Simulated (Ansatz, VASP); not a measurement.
# One calculation of Sr, two programs

```
Sr
1.0
    -2.35225    2.35225    2.35225
     2.35225   -2.35225    2.35225
     2.35225    2.35225   -2.35225
Sr
1
Direct
  0.00000 0.00000 0.00000
```

Change from the starting cell: strain -0.030 along x and y, -0.030 along z, atoms carried along.

Alike in both runs: task single point; functional PBEsol; k mesh 14 × 14 × 14; occupations gaussian, width 0.15 eV; no spin polarisation.

```csv
,VASP,Ansatz
version,VASP 6.6.1,Ansatz 0.2.0
potentials or method,"VASP PAW PBE potentials, release 64 (Sr_sv), cutoff 520 eV","scalar-relativistic, plane waves, PAW"
valence electrons in the cell,10,10
```

|  | VASP | Ansatz | Ansatz less VASP |
| --- | --- | --- | --- |
| gap on the k mesh at the Fermi level (eV) | none | none | - |
| pressure (GPa) | -0.2 | -0.2 | -0.01 |

VASP's potentials were made for PBE, not for PBEsol. A gap of «none» marks a metal or a gap that the smearing closes.
